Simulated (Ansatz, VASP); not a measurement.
**One calculation of MgS, two programs**

INCAR

```
SYSTEM = MgS
ALGO = Normal ; EDIFF = 1E-8
ENCUT = 520 ; GGA = PE
ISIF = 2 ; ISMEAR = -1
LASPH = .TRUE. ; LCHARG = .FALSE.
LEFG = .TRUE. ; LREAL = .FALSE.
LWAVE = .FALSE. ; NBANDS = 11
NELM = 100 ; PREC = Accurate
SIGMA = 0.01
```

Contents of KPOINTS:

```
k-points
0
G
  8 8 8
  0 0 0
```

POSCAR

```
MgS
1.0
    0.0000000000      2.6188799723      2.6188799723
    2.6188799723      0.0000000000      2.6188799723
    2.6188799723      2.6188799723      0.0000000000
Mg S
1 1
Direct
    0.0000000000      0.0000000000      0.0000000000
    0.5000000000      0.5000000000      0.5000000000
```

Input for Ansatz:

```yaml
crystal:
  lattice:
    - [0.0, 2.6188799723, 2.6188799723]
    - [2.6188799723, 0.0, 2.6188799723]
    - [2.6188799723, 2.6188799723, 0.0]
  atoms:
    - { symbol: Mg, position: [0.0, 0.0, 0.0] }
    - { symbol: S, position: [0.5, 0.5, 0.5] }
kpoints:
  mp_grid: { grid: [8, 8, 8] }
scf:
  occupations: { method: fermi_dirac, width: 0.01 }
hamiltonian:
  xc: pbe
  pseudopotentials: { kind: all_electron, datasets: crystal }
output:
  forces: true
  stress: true
  eigenvalues: true
  efg: { contact_densities: true }
```

Change from the starting cell: volume scaled by 1.02, crystal datasets.

Alike in both runs: task electric field gradients; functional PBE; k mesh 8 × 8 × 8; occupations fermi-dirac, width 0.01 eV; no spin polarisation.

|  | VASP | Ansatz |
| --- | --- | --- |
| version | VASP 6.6.1 | Ansatz 0.2.0 |
| potentials or method | VASP PAW PBE potentials, release 64 (Mg, S), cutoff 520 eV | all-electron PAW with datasets made for the crystal, scalar-relativistic |

|  | VASP | Ansatz | Ansatz less VASP |
| --- | --- | --- | --- |
| gap on the k mesh at the Fermi level (eV) | 2.73 | 2.74 | +0.012 |
| pressure (GPa) | -0.6 | -0.3 | +0.28 |

Ansatz ran all-electron here, and VASP with PAW potentials.
